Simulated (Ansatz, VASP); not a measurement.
**Be2ZnSe3 in VASP and in Ansatz**

```xyz
6
Lattice="3.7728 0.0000 0.0000 -1.8864 3.2673 0.0000 0.0000 0.0000 9.2414" Properties=species:S:1:pos:R:3 pbc="T T T"
Be    1.8864    1.0891    3.0805
Be    0.0000    2.1782    6.1609
Zn    0.0000    0.0000    0.0000
Se    1.8864    1.0891    0.7701
Se    0.0000    2.1782    3.8506
Se    0.0000    0.0000    6.9310
```

Alike in both runs: task relaxation of cell and atoms; functional PBE; k mesh 6 × 6 × 2; occupations gaussian, width 0.1 eV; no spin polarisation.

```csv
,VASP,Ansatz
version,VASP 6.6.1,Ansatz 0.2.0
potentials or method,"VASP PAW PBE potentials, release 64 (Be, Zn, Se), cutoff 600 eV","scalar-relativistic, plane waves, PAW"
valence electrons in the cell,34,64
```

Ansatz gave:

```
gap on the k mesh at the Fermi level, each at its own relaxed structure (eV) : 2.37
relaxed volume (Å³/atom)                                                     : 19.37
relaxed length of the cell vector where the two differ most in proportion (Å)              : 3.791
```

Problem. What did VASP give for the same quantities?

Solution. gap on the k mesh at the Fermi level, each at its own relaxed structure (eV): 2.37; relaxed volume (Å³/atom): 19.45; relaxed length of the cell vector where the two differ most in proportion (Å): 3.799.

VASP's potentials hold 34 valence electrons a cell and Ansatz's 64, so a difference there can come from the potentials and not from the codes.
